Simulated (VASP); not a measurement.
The system is WS2 (Tungstenite).

```
W S
1.0
     3.13702    0.00000    0.00000
    -1.56851    2.71674    0.00000
     0.00000    0.00000   12.33106
W S
2 4
Direct
  0.66667 0.33333 0.75000
  0.33333 0.66667 0.25000
  0.66667 0.33333 0.37500
  0.33333 0.66667 0.87500
  0.66667 0.33333 0.12500
  0.33333 0.66667 0.62500
```

Base run:

* Program: VASP 6.6.1
* Functional: PBE
* Dispersion: D3(BJ)
* Potentials or basis: VASP PAW PBE potentials, release 64 (W_sv, S)
* Cutoff: 520 eV
* k mesh: 10 × 10 × 3
* Occupations: fermi-dirac, width 0.05 eV
* Spin: no spin polarisation

Its results: band gap on the k mesh 1.10 eV, indirect (least direct gap 2.20 eV); pressure 5.4 GPa; largest force 0.901 eV/Å.

Problem. The run is repeated on the same cell with these changes: functional from PBE to RPBE; further incar settings from ALGO = Normal; EDIFF = 1e-07; NBANDS = 35 to ALGO = Normal; EDIFF = 1e-06; NBANDS = 35. What comes out?

Solution. Band gap on the k mesh 1.15 eV, indirect (least direct gap 2.20 eV); pressure -8.2 GPa; largest force 0.446 eV/Å.

Caveats: spin-orbit coupling is left out, which moves the levels of the heavy elements; the PAW data sets were made with another functional, which shifts forces and pressure a little (some runs).

A k mesh can miss the band edges.
